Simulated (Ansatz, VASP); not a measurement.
**One calculation of GaN, two programs**

The input POSCAR:

```
GaN
1.0
    3.1831493761      0.0000000000      0.0000000000
   -1.5915746880      2.7566882238      0.0000000000
    0.0000000000      0.0000000000      5.1836252293
Ga N
2 2
Direct
    0.3333333333      0.6666666667     -0.0008868111
    0.6666666667      0.3333333333      0.4991131889
    0.3333333333      0.6666666667      0.3758868111
    0.6666666667      0.3333333333      0.8758868111
```

Contents of INCAR.step1:

```
SYSTEM = GaN
PREC = Accurate ; ENCUT = 520
ISMEAR = 0 ; SIGMA = 0.01
LREAL = .False. ; LASPH = .True.
NELM = 80 ; NBANDS = 26
GGA = PE ; ALGO = Normal
EDIFF = 1E-4 ; LWAVE = .True.
LCHARG = .False.
```

File INCAR.step2:

```
SYSTEM = GaN
PREC = Accurate ; ENCUT = 520
EDIFF = 1E-6 ; ISMEAR = 0
SIGMA = 0.01 ; LREAL = .False.
LASPH = .True. ; NELM = 80
ALGO = Normal ; ISIF = 2
LWAVE = .False. ; LCHARG = .False.
METAGGA = R2SCAN ; LMIXTAU = .True.
NBANDS = 26 ; ISTART = 1
```

The input KPOINTS:

```
regular mesh
0
Gamma
  12 12 6
  0 0 0
```

Input for Ansatz:

```yaml
crystal:
  lattice:
    - [3.1831493761, 0.0, 0.0]
    - [-1.591574688, 2.7566882238, 0.0]
    - [0.0, 0.0, 5.1836252293]
  atoms:
    - { symbol: Ga, position: [0.3333333333, 0.6666666667, -0.0008868111] }
    - { symbol: Ga, position: [0.6666666667, 0.3333333333, 0.4991131889] }
    - { symbol: "N", position: [0.3333333333, 0.6666666667, 0.3758868111] }
    - { symbol: "N", position: [0.6666666667, 0.3333333333, 0.8758868111] }
kpoints:
  mp_grid: { grid: [12, 12, 6] }
  band_path:
    path:
      - [0.0, 0.0, 0.0]
      - [0.5, 0.0, 0.0]
      - [0.3333333333, 0.3333333333, 0.0]
      - [0.0, 0.0, 0.5]
      - [0.5, 0.0, 0.5]
      - [0.3333333333, 0.3333333333, 0.5]
    npoints: 1
hamiltonian:
  xc: r2scan
scf:
  occupations: { method: fixed }
  n_extra_bands: 5
output:
  forces: true
  stress: true
  eigenvalues: true
  write_density: true
  write_potential: true
  elf: true
  volumetric_format: npy
```

Alike in both runs: task single point; functional r2SCAN; k mesh 12 × 12 × 6; no spin polarisation.

|  | VASP | Ansatz |
| --- | --- | --- |
| version | VASP 6.6.1 | Ansatz 0.2.0 |
| potentials or method | VASP PAW PBE potentials, release 64 (Ga_d, N) | plane waves, PAW |
| plane-wave cutoff (eV) | 520 | 500 |
| occupations | gaussian, width 0.01 eV | fixed |
| valence electrons in the cell | 36 | 36 |

```csv
,VASP,Ansatz,Ansatz less VASP
gap on the k mesh at the Fermi level (eV),2.34,2.35,+0.007
pressure (GPa),1.1,0.0,-1.08
"traceless stress, the component that is largest in VASP (GPa)",-0.08,0.01,+0.085
```

VASP's potentials were made for PBE, not for r2SCAN.
